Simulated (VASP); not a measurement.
# YSiF3 (P4/mbm) in VASP: further runs, part 2 of 2

VASP 6.6.1. Earlier steps stand in the parts before.

## (4) Single point, PBE

This run uses another cell than the first one, of 23.22 Å³/atom.

INCAR reads:

```
PREC     = Accurate       # precision mode
ENCUT    = 520            # plane-wave cutoff, eV
EDIFF    = 1E-6           # SCF threshold, eV
ISMEAR   = 0              # smearing method
SIGMA    = 0.1            # smearing width, eV
LREAL    = False          # projectors in reciprocal space
LASPH    = True           # aspherical terms in the spheres
NELM     = 80             # most SCF steps
ALGO     = Normal         # electronic algorithm
ISIF     = 2              # what is computed and relaxed
LWAVE    = False          # write WAVECAR
LCHARG   = False          # write CHGCAR
GGA      = PE             # functional
NBANDS   = 47             # bands
```

KPOINTS reads:

```
regular mesh
0
Gamma
  4 4 4
```

POSCAR reads:

```
YSiF3
1.0
    7.9000988633      0.0000000000      0.0000000000
    0.0000000000      7.9000988633      0.0000000000
    0.0000000000      0.0000000000      3.7210885197
Y Si F
2 2 6
Direct
    0.0000000000      0.5000000000      0.5000000000
    0.5000000000      0.0000000000      0.5000000000
    0.5000000000      0.5000000000      0.0000000000
    0.0000000000      0.0000000000      0.0000000000
    0.8886070399      0.3886070399      0.0000000000
    0.6113929601      0.8886070399      0.0000000000
    0.5000000000      0.5000000000      0.5000000000
    0.1113929601      0.6113929601      0.0000000000
    0.3886070399      0.1113929601      0.0000000000
    0.0000000000      0.0000000000      0.5000000000
```

Potentials or basis: VASP PAW PBE potentials, release 64 (Y_sv, Si, F).

Started as:

```console
> cat potpaw_PBE.64/Y_sv/POTCAR potpaw_PBE.64/Si/POTCAR potpaw_PBE.64/F/POTCAR > POTCAR
> mpirun -np 1 vasp_std > vasp.out
```

OUTCAR:

```text
PREC = Accurate
   ENCUT = 520
   EDIFF = 1E-6
   ISMEAR = 0
   LREAL = False
   LASPH = True
   NELM = 80
   ISIF = 2
   GGA = PE

 ion  position               nearest neighbor table
   1  0.000  0.500  0.500-   5 2.24   8 2.24   5 2.24   8 2.24
   2  0.500  0.000  0.500-   6 2.24   9 2.24   6 2.24   9 2.24
   3  0.500  0.500  0.000-   7 1.86   7 1.86
   4  0.000  0.000  0.000-  10 1.86  10 1.86
   5  0.889  0.389  0.000-   1 2.24   1 2.24
   6  0.611  0.889  0.000-   2 2.24   2 2.24
   7  0.500  0.500  0.500-   3 1.86   3 1.86
   8  0.111  0.611  0.000-   1 2.24   1 2.24
   9  0.389  0.111  0.000-   2 2.24   2 2.24
  10  0.000  0.000  0.500-   4 1.86   4 1.86

  LATTYP: Found a simple tetragonal cell.
 ALAT       =     7.9000988633
 C/A-ratio  =     0.4710179688

  Lattice vectors:

 A1 = (   7.9000988633,   0.0000000000,   0.0000000000)
 A2 = (   0.0000000000,   7.9000988633,   0.0000000000)
 A3 = (   0.0000000000,   0.0000000000,   3.7210885197)

Analysis of symmetry for initial positions (statically):
=====================================================================
 Subroutine PRICEL returns:
 Original cell was already a primitive cell.

 Routine SETGRP: Setting up the symmetry group for a
 simple tetragonal supercell.

 Subroutine GETGRP returns: Found 16 space group operations
 (whereof  8 operations were pure point group operations)
 out of a pool of 16 trial point group operations.

The static configuration has the point symmetry C_4h.
 The point group associated with its full space group is D_4h.

Analysis of symmetry for dynamics (positions and initial velocities):
=====================================================================
 Subroutine PRICEL returns:
 Original cell was already a primitive cell.
[... 141 lines left out ...]
  Thomas-Fermi vector in A             =   2.244524
   LORBIT       =      0    0 simple, 1 ext, 2 COOP (PROOUT), +10 PAW based schemes
   GGA     = PE    functional components
   LHFCALC =     F    Hartree Fock is set to
   AEXX    =    0.0000 exact exchange contribution
   IVDW    =     0    specifies the selected vdW correction
   LEPSILON=     F    determine dielectric tensor
   LRPA    =     F    only Hartree local field effects (RPA)
 non-spin polarized calculation
 Gauss-broadening in eV      SIGMA  =   0.10
  energy-cutoff  :      520.00
  volume of cell :      232.24
 maximum number of plane-waves:      6296
 NGX is ok and might be reduce to    60
   NGX = 29   NGY = 29   NGZ = 13

 number of electron      71.9999966 magnetization

 Free energy of the ion-electron system (eV)
  ---------------------------------------------------
  ext. energy  EPLUGINS =         0.00000000
  ---------------------------------------------------
  free energy    TOTEN  =       -53.99746061 eV

  energy without entropy =      -53.97076639  energy(sigma->0) =      -53.98411350

 E-fermi :   2.2926     XC(G=0):  -7.8284

 val. band max:        2.2620930814   @ k =   0.5000   0.0000   0.5000
 cond. band min:       2.3103428299   @ k =   0.0000   0.0000   0.2500
 fundamental gap:      0.0482497485
 Fermi energy:         2.2926191343

 k-point     1 :       0.0000    0.0000    0.0000
  band No.  band energies     occupation
      1     -42.5832      2.00000
      2     -42.5831      2.00000
      3     -24.3740      2.00000
      4     -24.3732      2.00000
      5     -23.9090      2.00000
      6     -23.9090      2.00000
[... 889 lines left out ...]
     46       4.0784      0.00000
     47       4.3250      0.00000

------------------------ aborting loop because EDIFF is reached ----------------------------------------

  FORCE on cell =-STRESS in cart. coord.  units (eV):
  Direction    XX          YY          ZZ          XY          YZ          ZX
  --------------------------------------------------------------------------------------
  -------------------------------------------------------------------------------------
  Total        0.1071657      0.1071657      0.3813363      0.0000000      0.0000000     -0.0000000
  in kB        0.7393179      0.7393179      2.6307746      0.0000000      0.0000000     -0.0000000
  external PRESSURE =       1.3698034 kB  Pullay stress =       0.0000000 kB

 VOLUME and BASIS-vectors are now :
 -----------------------------------------------------------------------------
  energy-cutoff  :      520.00
  volume of cell :      232.24
      direct lattice vectors                 reciprocal lattice vectors
     7.900098863  0.000000000  0.000000000     0.126580694  0.000000000  0.000000000
     0.000000000  7.900098863  0.000000000     0.000000000  0.126580694  0.000000000
     0.000000000  0.000000000  3.721088520     0.000000000  0.000000000  0.268738568

 POSITION                                       TOTAL-FORCE (eV/Angst)
 -----------------------------------------------------------------------------------
      0.00000      3.95005      1.86054         0.000000      0.000000      0.000000
      3.95005      0.00000      1.86054         0.000000      0.000000      0.000000
      3.95005      3.95005      0.00000         0.000000      0.000000      0.000000
      0.00000      0.00000      0.00000         0.000000      0.000000      0.000000
      7.02008      3.07003      0.00000        -0.009452     -0.009452      0.000000
      4.83006      7.02008      0.00000         0.009452     -0.009452      0.000000
      3.95005      3.95005      1.86054         0.000000      0.000000      0.000000
      0.88002      4.83006      0.00000         0.009452      0.009452      0.000000
      3.07003      0.88002      0.00000        -0.009452      0.009452     -0.000000
      0.00000      0.00000      1.86054         0.000000      0.000000      0.000000
 -----------------------------------------------------------------------------------
    total drift:                               -0.000000      0.000000     -0.000000

  FREE ENERGIE OF THE ION-ELECTRON SYSTEM (eV)
  ---------------------------------------------------
  free  energy   TOTEN  =       -53.9974606100 eV

  energy  without entropy=      -53.9707663854  energy(sigma->0) =      -53.98411350
```

stdout:

```text
POSCAR found type information on POSCAR Y SiF
 POSCAR found :  3 types and      10 ions
 scaLAPACK will be used
 LDA part: xc-table for (Slater+PW92), standard interpolation
 POSCAR, INCAR and KPOINTS ok, starting setup
 FFT: planning ... GRIDC
 FFT: planning ... GRID_SOFT
 FFT: planning ... GRID
 WAVECAR not read
 entering main loop
```

Wall time 3 min (1 thread of Intel Xeon Platinum 8259CL at 2.50GHz (Skylake/Cascade Lake), shared host); peak memory 0.4 GiB.

What came out:

```yaml
Free_energy: -53.9975 eV
Pressure: 0.1 GPa
Largest_force: 0.013 eV/Å
Band_gap_on_the_k_mesh: zero (bands 36 and 37 overlap by 0.12 eV)
```

Forces on the atoms (eV/Å):
```
Y    0.000  0.000  0.000
Y    0.000  0.000  0.000
Si   0.000  0.000  0.000
Si   0.000  0.000  0.000
F   -0.009 -0.009  0.000
F    0.009 -0.009  0.000
F    0.000  0.000  0.000
F    0.009  0.009  0.000
F   -0.009  0.009  0.000
F    0.000  0.000  0.000
```

Stress tensor (GPa, compression positive):
```
0.07 0.00 0.00
0.00 0.07 0.00
0.00 0.00 0.26
```

Caveat: the k points lie up to 0.42 Å⁻¹ apart.

## (5) Relaxation of cell and atoms, PBE

INCAR reads:

```
SYSTEM = YSiF3
PREC = Accurate
ENCUT = 600
EDIFF = 1E-6
ISMEAR = 0
SIGMA = 0.1
LREAL = .FALSE.
LASPH = .TRUE.
NELM = 60
ALGO = Normal
ISIF = 3
LWAVE = .FALSE.
LCHARG = .FALSE.
GGA = PE
IBRION = 2
NSW = 90
EDIFFG = -0.04
```

KPOINTS reads:

```
regular mesh
0
G
  4 4 4
  0 0 0
```

POSCAR reads:

```
YSiF3
1.0
    5.5475094100      0.0000000000      0.0000000000
    0.0000000000      5.5475094100      0.0000000000
    0.0000000000      0.0000000000      3.9226815200
Y Si F
2 2 6
Direct
    0.0000000000      0.5000000000      0.5000000000
    0.5000000000      0.0000000000      0.5000000000
    0.5000000000      0.5000000000      0.0000000000
    0.0000000000      0.0000000000      0.0000000000
    0.7723125400      0.2723125400      0.0000000000
    0.7276874600      0.7723125400      0.0000000000
    0.5000000000      0.5000000000      0.5000000000
    0.2276874600      0.7276874600      0.0000000000
    0.2723125400      0.2276874600      0.0000000000
    0.0000000000      0.0000000000      0.5000000000
```

Started as:

```console
> cat potpaw_PBE.64/Y_sv/POTCAR potpaw_PBE.64/Si/POTCAR potpaw_PBE.64/F/POTCAR > POTCAR
> mpirun -np 1 vasp_std > vasp.out
```

Run time: 48 min. Hardware: 1 thread of Intel Xeon Platinum 8259CL at 2.50GHz (Skylake/Cascade Lake), shared host; peak memory 0.35 GiB.

Results (log left out):

```
Free energy                           : -52.8608 eV
Relaxed volume                        : 17.97 Å³/atom
Relaxed cell                          : a = 6.820 Å, b = 6.820 Å, c = 3.864 Å, α = 90.00°, β = 90.00°, γ = 90.00°
Space group after relaxing (to 0.1 Å) : P4/mbm (No. 127)
Energy gained by relaxing             : 724.4 meV/atom
Ionic steps                           : 33
Pressure after relaxing               : 0.2 GPa
Largest force after relaxing          : 0.005 eV/Å
Band gap on the k mesh                : zero (bands 36 and 37 overlap by 0.35 eV)
```

Forces on the atoms (eV/Å):
```
Y    0.000  0.000  0.000
Y    0.000  0.000  0.000
Si   0.000  0.000  0.000
Si   0.000  0.000  0.000
F   -0.003 -0.003  0.000
F    0.003 -0.003  0.000
F    0.000  0.000  0.000
F    0.003  0.003  0.000
F   -0.003  0.003  0.000
F    0.000  0.000  0.000
```

Stress tensor (GPa, compression positive):
```
0.32 0.00 0.00
0.00 0.32 0.00
0.00 0.00 0.00
```

The path:
```
step  energy change (eV)  largest force (eV/Å)  pressure (GPa)  volume (Å³)
   1              0.0000                0.4852           33.83       120.72
   2             -3.5689                0.4361           -2.62       170.96
   3             -3.6215                0.4468            0.29       163.17
   4             -3.6228                0.4452           -0.12       164.20
   5             -3.6636                0.4958           -0.15       164.18
   6             -3.8103                0.6424           -0.22       164.09
   7             -4.2370                0.9653           -0.55       163.89
   8             -5.2365                0.9698           -1.72       163.39
   9             -3.5057                5.3805            1.12       161.99
  10             -5.4218                0.8711           -1.98       163.23
  11             -5.7005                0.2161           -2.43       162.66
  12             -5.7233                0.3599           -2.41       162.87
  13             -5.7361                0.2058           -2.44       162.80
  14             -5.7694                0.0735           -2.06       162.01
  15             -5.7943                0.2078           -1.31       160.65
  16             -5.8400                0.1790           -0.89       160.03
  17             -5.9619                0.1046            0.46       158.14
  18             -6.1167                0.0123            3.64       154.25
  19             -5.8598                0.0914           12.99       145.98
  20             -6.1351                0.0491            5.20       152.57
  21             -6.2000                0.0921            5.09       153.48
  22             -6.3850                0.2139            4.92       156.12
  23             -6.7192                0.4078            4.99       161.05
  24             -6.6915                0.4948            6.52       169.23
  25             -6.8938                0.5130            5.50       165.18
  26             -6.8823                0.5226            5.83       166.80
  27             -7.0787                0.6768            0.18       178.80
  28             -7.0787                0.6774            0.17       178.83
  29             -7.1538                0.5458            0.03       178.94
  30             -7.2286                0.1716           -0.27       179.13
  31             -7.2381                0.0528            0.43       178.46
  32             -7.2386                0.0148            0.65       178.25
  33             -7.2445                0.0045            0.21       179.70
```

Final structure:
```xyz
10
Lattice="6.8197 0.0000 0.0000 0.0000 6.8197 0.0000 0.0000 0.0000 3.8638" Properties=species:S:1:pos:R:3 pbc="T T T"
Y     0.0000    3.4098    1.9319
Y     3.4098    0.0000    1.9319
Si    3.4098    3.4098    0.0000
Si    0.0000    0.0000    0.0000
F     5.9648    2.5549    0.0000
F     4.2648    5.9648    0.0000
F     3.4098    3.4098    1.9319
F     0.8549    4.2648    0.0000
F     2.5549    0.8549    0.0000
F     0.0000    0.0000    1.9319
```

Levels at points of the mesh, in eV from the Fermi level:
```tsv
k point	band 34	band 35	band 36	band 37	band 38	band 39
(0.00, 0.00, 0.00)	-4.35	-0.21	0.04	0.40	0.40	1.34
(0.50, 0.00, 0.00)	-4.86	-0.39	-0.39	0.47	0.47	1.29
(0.50, 0.50, 0.00)	-4.80	-1.02	-1.02	1.09	1.09	1.39
(0.00, 0.00, 0.50)	-2.01	-0.83	-0.30	-0.30	0.04	0.43
(0.50, 0.00, 0.50)	-2.47	-0.05	-0.05	0.13	0.13	0.31
(0.50, 0.50, 0.50)	-2.37	-0.46	-0.46	0.35	0.35	1.11
```

Caveat: the k points lie up to 0.41 Å⁻¹ apart in the final cell; the volume moved by over 15 % at a fixed basis, so the end points are rough.

## (6) Relaxation of cell and atoms, PBE

This run uses another cell than the first one, of 23.22 Å³/atom.

INCAR reads:

```
SYSTEM = YSiF3
PREC = Accurate
ENCUT = 600
EDIFF = 1E-7
ISMEAR = 0
SIGMA = 0.1
LREAL = .False.
LASPH = .True.
NELM = 60
ALGO = Normal
ISIF = 3
LWAVE = .False.
LCHARG = .False.
GGA = PE
IBRION = 2
NSW = 90
EDIFFG = -0.04
```

KPOINTS reads:

```
Automatic mesh
0
Gamma
  2 2 6
  0 0 0
```

POSCAR reads:

```
YSiF3
1.0
    7.9000988633      0.0000000000      0.0000000000
    0.0000000000      7.9000988633      0.0000000000
    0.0000000000      0.0000000000      3.7210885197
Y Si F
2 2 6
Direct
    0.0000000000      0.5000000000      0.5000000000
    0.5000000000      0.0000000000      0.5000000000
    0.5000000000      0.5000000000      0.0000000000
    0.0000000000      0.0000000000      0.0000000000
    0.8886070399      0.3886070399      0.0000000000
    0.6113929601      0.8886070399      0.0000000000
    0.5000000000      0.5000000000      0.5000000000
    0.1113929601      0.6113929601      0.0000000000
    0.3886070399      0.1113929601      0.0000000000
    0.0000000000      0.0000000000      0.5000000000
```

Potentials or basis: VASP PAW PBE potentials, release 64 (Y_sv, Si, F).

Started as:

```console
> cat potpaw_PBE.64/Y_sv/POTCAR potpaw_PBE.64/Si/POTCAR potpaw_PBE.64/F/POTCAR > POTCAR
> mpirun -np 1 vasp_std > vasp.out
```

Wall time 2.7 min (1 thread of Intel Xeon Platinum 8259CL at 2.50GHz (Skylake/Cascade Lake), shared host); peak memory 0.42 GiB.

The run converged. Its results:

```yaml
Free_energy: -53.9116 eV
Pressure_after_relaxing: 0.1 GPa
Largest_force_after_relaxing: 0.019 eV/Å
Band_gap_on_the_k_mesh: zero (bands 36 and 37 overlap by 0.15 eV)
```

Forces on the atoms (eV/Å):
```
Y    0.000  0.000  0.000
Y    0.000  0.000  0.000
Si   0.000  0.000  0.000
Si   0.000  0.000  0.000
F   -0.013 -0.013  0.000
F    0.013 -0.013  0.000
F    0.000  0.000  0.000
F    0.013  0.013  0.000
F   -0.013  0.013  0.000
F    0.000  0.000  0.000
```

Stress tensor (GPa, compression positive):
```
0.10 0.00 0.00
0.00 0.10 0.00
0.00 0.00 0.21
```

Final structure:
```
Y Si F
1.0
     7.90010    0.00000    0.00000
     0.00000    7.90010    0.00000
     0.00000    0.00000    3.72109
Y Si F
2 2 6
Direct
  0.00000 0.50000 0.50000
  0.50000 0.00000 0.50000
  0.50000 0.50000 0.00000
  0.00000 0.00000 0.00000
  0.88861 0.38861 0.00000
  0.61139 0.88861 0.00000
  0.50000 0.50000 0.50000
  0.11139 0.61139 0.00000
  0.38861 0.11139 0.00000
  0.00000 0.00000 0.50000
```

Levels at points of the mesh, in eV from the Fermi level:
```
           k point  band 34  band 35  band 36  band 37  band 38  band 39
(0.00, 0.00, 0.00)    -5.10    -0.19    -0.14     0.15     0.15     0.81
(0.50, 0.00, 0.00)    -5.29    -0.62    -0.62     0.32     0.32     1.13
(0.50, 0.50, 0.00)    -5.23    -1.01    -1.01     0.73     0.73     1.31
(0.00, 0.00, 0.50)    -2.23    -0.20    -0.20    -0.12     0.20     0.20
(0.50, 0.00, 0.50)    -2.38    -0.05    -0.05     0.01     0.01     0.36
(0.50, 0.50, 0.50)    -2.36    -0.34    -0.34     0.30     0.30     0.54
```

Caveat: the k points lie up to 0.40 Å⁻¹ apart in the final cell; the relaxation stopped at its first step, so nothing moved.

## (7) Summary

| task | cell | k mesh | cutoff (eV) | gap on the mesh (eV) | pressure (GPa) | largest force (eV/Å) |
| --- | --- | --- | --- | --- | --- | --- |
| single point | a = 5.548, b = 5.548, c = 3.923 Å, 10 atoms, atomic positions A | 4 × 4 × 4 | 520 | none | 33.9 | 0.49 |
| single point | a = 7.900, b = 7.900, c = 3.721 Å, 10 atoms, atomic positions B | 2 × 2 × 6 | 520 | none | 0.2 | 0.02 |
| single point | a = 7.900, b = 7.900, c = 3.721 Å, 10 atoms, atomic positions B | 4 × 4 × 4 | 520 | none | 0.1 | 0.01 |
| relaxation of cell and atoms | relaxed from a = 5.548, b = 5.548, c = 3.923 Å, 10 atoms, atomic positions A | 4 × 4 × 4 | 600 | none | 0.2 | - |
| relaxation of cell and atoms | relaxed from a = 7.900, b = 7.900, c = 3.721 Å, 10 atoms, atomic positions B | 2 × 2 × 6 | 600 | none | 0.1 | 0.02 |

Alike in all rows: level PBE; potentials or basis VASP PAW PBE potentials, release 64 (Y_sv, Si, F); no spin polarisation; smearing gaussian 0.1 eV.

Caveats: all runs use coarse meshes; the volume moved by over 15 % at a fixed basis, so the end points are rough (at least some runs); the relaxation stopped at its first step, so nothing moved (at least some runs).

Total energies depend on the potentials used, so only differences within one code and one set of settings carry meaning.
